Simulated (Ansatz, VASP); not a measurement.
This is a calculation of Rb3Pt for Ansatz 0.2.0.

Contents of input.yaml:

```yaml
crystal:
  lattice:
    - [5.5711507981, 0.0, 0.0]
    - [0.0, 5.5711507981, 0.0]
    - [0.0, 0.0, 5.5711507981]
  atoms:
    - { symbol: Pt, position: [0.5, 0.5, 0.5] }
    - { symbol: Rb, position: [0.5, 0.0, 0.0] }
    - { symbol: Rb, position: [0.0, 0.5, 0.0] }
    - { symbol: Rb, position: [0.0, 0.0, 0.5] }
hamiltonian:
  xc: pbe
  pseudopotentials: { kind: paw }
kpoints:
  mp_grid: { grid: [5, 5, 5] }
scf:
  occupations: { method: fermi_dirac, width: 0.05 }
output:
  forces: true
  stress: true
  eigenvalues: true
```

Potentials or basis: Ansatz PAW.

Launch:

```console
$ ansatz run input.yaml --threads 2 --pin off --max-ram 5120MiB --backend cpu --events-out ev --progress --plain --runs-dir out
```

**Question.** Set up the same calculation for VASP 6.6.1. Potentials there: VASP PAW PBE potentials, release 64 (Pt, Rb_sv).

**Answer.** As run (the cutoff follows the program's own potentials):

File INCAR:

```
ALGO = Fast
EDIFF = 1E-6
ENCUT = 520
GGA = PE
ISIF = 2
ISMEAR = -1
LASPH = True
LCHARG = False
LREAL = False
LWAVE = False
NBANDS = 26
NELM = 60
PREC = Accurate
SIGMA = 0.05
```

KPOINTS

```
k-points
0
Gamma
  5 5 5
```

File POSCAR:

```
Rb3Pt
1.0
    5.5711507981      0.0000000000      0.0000000000
    0.0000000000      5.5711507981      0.0000000000
    0.0000000000      0.0000000000      5.5711507981
Pt Rb
1 3
Direct
    0.5000000000      0.5000000000      0.5000000000
    0.5000000000      0.0000000000      0.0000000000
    0.0000000000      0.5000000000      0.0000000000
    0.0000000000      0.0000000000      0.5000000000
```

Potentials or basis: VASP PAW PBE potentials, release 64 (Pt, Rb_sv).

Command:

```sh
$ cat potpaw_PBE.64/Pt/POTCAR potpaw_PBE.64/Rb_sv/POTCAR > POTCAR
$ mpirun -np 1 vasp_std > vasp.out
```

Both were run:

|  | VASP | Ansatz | Ansatz less VASP |
| --- | --- | --- | --- |
| gap on the k mesh at the Fermi level (eV) | none | none | - |
| pressure (GPa) | -0.4 | -0.5 | -0.01 |

A gap of «none» marks a metal or a gap that the smearing closes. VASP's potentials hold 37 valence electrons a cell and Ansatz's 45, so a difference there can come from the potentials and not from the codes.

Spin-orbit coupling is off throughout.
